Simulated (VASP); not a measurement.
Set up this calculation in VASP 6.6.1, as the native input.

```
Task                   : single point
Functional             : r2SCAN
Potentials or basis    : VASP PAW PBE potentials, release 64 (Be, Cd, O)
Cutoff                 : 520 eV
k mesh                 : 6 × 6 × 6
Occupations            : gaussian, width 0.02 eV
Spin                   : no spin polarisation
Dipole correction      : no
Further INCAR settings : ALGO = Normal; EDIFF = 1e-06; NBANDS = 46
```

Be2CdO3:

```
Be Cd O
1.0
     4.54691   -2.59492    0.00000
     4.54691    2.59492    0.00000
     0.00000    0.00000    4.72717
Be Cd O
4 2 6
Direct
  0.47475 0.16558 0.49643
  0.16558 0.47475 0.99643
  0.52525 0.83442 0.99643
  0.83442 0.52525 0.49643
  0.18880 0.81120 0.51296
  0.81120 0.18880 0.01296
  0.15920 0.41913 0.64741
  0.58087 0.84080 0.64741
  0.74691 0.25309 0.53966
  0.41913 0.15920 0.14741
  0.84080 0.58087 0.14741
  0.25309 0.74691 0.03966
```

These files were run (other wordings do the same):

POSCAR

```
Be2CdO3
1.0
    4.5469145123     -2.5949206270      0.0000000000
    4.5469145123      2.5949206270      0.0000000000
    0.0000000000      0.0000000000      4.7271711117
Be Cd O
4 2 6
Direct
    0.4747519816      0.1655757361      0.4964278606
    0.1655757361      0.4747519816      0.9964278606
    0.5252480184      0.8344242639      0.9964278606
    0.8344242639      0.5252480184      0.4964278606
    0.1888049640      0.8111950360      0.5129552536
    0.8111950360      0.1888049640      0.0129552536
    0.1592032673      0.4191277310      0.6474148156
    0.5808722690      0.8407967327      0.6474148156
    0.7469130650      0.2530869350      0.5396593943
    0.4191277310      0.1592032673      0.1474148156
    0.8407967327      0.5808722690      0.1474148156
    0.2530869350      0.7469130650      0.0396593943
```

INCAR.step1

```
SYSTEM = Be2CdO3
PREC = Accurate
ENCUT = 520
ISMEAR = 0
SIGMA = 0.02
LREAL = .FALSE.
LASPH = .TRUE.
NELM = 60
NBANDS = 46
GGA = PE
ALGO = Normal
EDIFF = 1E-4
LWAVE = .TRUE.
LCHARG = .FALSE.
```

INCAR.step2

```
SYSTEM = Be2CdO3
PREC = Accurate
ENCUT = 520
EDIFF = 1E-6
ISMEAR = 0
SIGMA = 0.02
LREAL = .FALSE.
LASPH = .TRUE.
NELM = 60
ALGO = Normal
ISIF = 2
LWAVE = .FALSE.
LCHARG = .TRUE.
METAGGA = R2SCAN
LMIXTAU = .TRUE.
LELF = .TRUE.
LVHAR = .TRUE.
NBANDS = 46
ISTART = 1
```

KPOINTS

```
Automatic mesh
0
G
  6 6 6
  0 0 0
```

Potentials or basis: VASP PAW PBE potentials, release 64 (Be, Cd, O).

The run is started by

```sh
$ cat potpaw_PBE.64/Be/POTCAR potpaw_PBE.64/Cd/POTCAR potpaw_PBE.64/O/POTCAR > POTCAR
$ cp INCAR.step1 INCAR
$ mpirun -np 1 vasp_std > vasp.out
$ cp INCAR.step2 INCAR
$ mpirun -np 1 vasp_std > vasp.out
```

It gave:

```
Pressure               : -3.6 GPa
Largest force          : 0.040 eV/Å
Band gap on the k mesh : 2.47 eV, indirect (least direct gap 2.95 eV)
```

Caveat: the PAW data sets were made with another functional, which shifts forces and pressure a little.

Run time: 10 min on 1 thread of Intel(R) Xeon(R) 6975P-C (Granite Rapids) (shared host), peak memory 0.38 GiB.
